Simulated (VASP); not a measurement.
A run of VASP 6.6.1 is set up as follows.

File INCAR:

```
PREC     = Accurate       # precision mode
ENCUT    = 520            # plane-wave cutoff, eV
EDIFF    = 1E-6           # SCF threshold, eV
ISMEAR   = 0              # smearing method
SIGMA    = 0.1            # smearing width, eV
LREAL    = False          # projectors in reciprocal space
LASPH    = True           # aspherical terms in the spheres
NELM     = 100            # most SCF steps
ALGO     = Fast           # electronic algorithm
ISIF     = 2              # what is computed and relaxed
LWAVE    = False          # write WAVECAR
LCHARG   = False          # write CHGCAR
GGA      = PS             # functional
NBANDS   = 14             # bands
```

File KPOINTS:

```
Automatic mesh
0
Gamma
  15 15 8
```

Contents of POSCAR:

```
Na
1.0
    3.6878939767      0.0000000000      0.0000000000
   -1.8439469883      3.1938098702      0.0000000000
    0.0000000000      0.0000000000      6.0247660000
Na
2
Direct
    0.3333333333      0.6666666667      0.2500000000
    0.6666666667      0.3333333333      0.7500000000
```

Potentials or basis: VASP PAW PBE potentials, release 64 (Na_pv).

Command:

```sh
$ cat potpaw_PBE.64/Na_pv/POTCAR > POTCAR
$ mpirun -np 1 vasp_std > vasp.out
```

Q: What does it give for the band gap on the k mesh?

A: Zero (band 7 reaches 2.55 eV, above the bottom of band 8 at -1.88 eV).

Q: Estimate the pressure.

A: 0.2 GPa.

Caveat: the cell differs from its parent crystal (functional PBEsol, strained); the PAW data sets were made with another functional, which shifts forces and pressure a little.
